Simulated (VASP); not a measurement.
Crystal: CuO.

```
Cu O
1.0
     2.92682    0.00000    0.00000
     0.00000    2.92682    0.00000
     0.00000    0.00000    5.15104
Cu O
2 2
Direct
  0.00000 0.50000 0.00000
  0.50000 0.00000 0.50000
  0.00000 0.00000 0.25000
  0.00000 0.00000 0.75000
```

Base run:

```yaml
Program: VASP 6.6.1
Functional: PBE
Potentials_or_basis: VASP PAW PBE potentials, release 64 (Cu, O)
Cutoff: 520 eV
k_mesh: 8 × 8 × 6
Occupations: fermi-dirac, width 0.05 eV
Spin: no spin polarisation
```

Its results: band gap on the k mesh zero (band 17 reaches 5.62 eV, above the bottom of band 18 at 4.44 eV); pressure 2.7 GPa.

Question: The run is repeated on the same cell with these changes: potentials or basis from VASP PAW PBE potentials, release 64 (Cu, O) to VASP PAW PBE potentials, release 64 (Cu_sv_GW, O); cutoff from 520 eV to 700 eV; further incar settings from ALGO = Normal; EDIFF = 1e-06; NBANDS = 25 to ALGO = Normal; EDIFF = 1e-06; NBANDS = 33; valence electrons from 34 to 50. What comes out?

Answer: Band gap on the k mesh zero (band 25 reaches 5.65 eV, above the bottom of band 26 at 4.48 eV); pressure -0.6 GPa.

Caveats: semilocal functionals often make such compounds metallic where correlation or magnetic order opens a gap, which also shifts bond lengths.
